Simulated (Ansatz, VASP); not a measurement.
**One calculation of HfPt2, two programs**

```
Hf Pt
1.0
    -2.12829    3.34092    3.61727
     2.12829   -3.34092    3.61727
     2.12829    3.34092   -3.61727
Hf Pt
2 4
Direct
  0.29700 0.54700 0.75000
  0.70300 0.45300 0.25000
  0.10300 0.16300 0.94000
  0.72300 0.16300 0.56000
  0.27700 0.83700 0.44000
  0.89700 0.83700 0.06000
```

Alike in both runs: task relaxation of cell and atoms; functional PBE; k mesh 6 × 6 × 6; occupations gaussian, width 0.1 eV; no spin polarisation.

|  | VASP | Ansatz |
| --- | --- | --- |
| version | VASP 6.6.1 | Ansatz 0.2.0 |
| potentials or method | VASP PAW PBE potentials, release 64 (Hf_pv, Pt), cutoff 600 eV | scalar-relativistic, plane waves, PAW |
| valence electrons in the cell | 60 | 124 |

|  | VASP | Ansatz | Ansatz less VASP |
| --- | --- | --- | --- |
| gap on the k mesh at the Fermi level, each at its own relaxed structure (eV) | none | none | - |
| relaxed volume (Å³/atom) | 18.05 | 18.64 | +0.597 |
| relaxed length of the cell vector where the two differ most in proportion (Å) | 5.710 | 6.115 | +0.4054 |

A gap of «none» marks a metal or a gap that the smearing closes. One of these differences is far larger than is usual between the two programs; its cause wasn't traced. VASP's potentials hold 60 valence electrons a cell and Ansatz's 124, so a difference there can come from the potentials and not from the codes.

Spin-orbit coupling is off throughout.
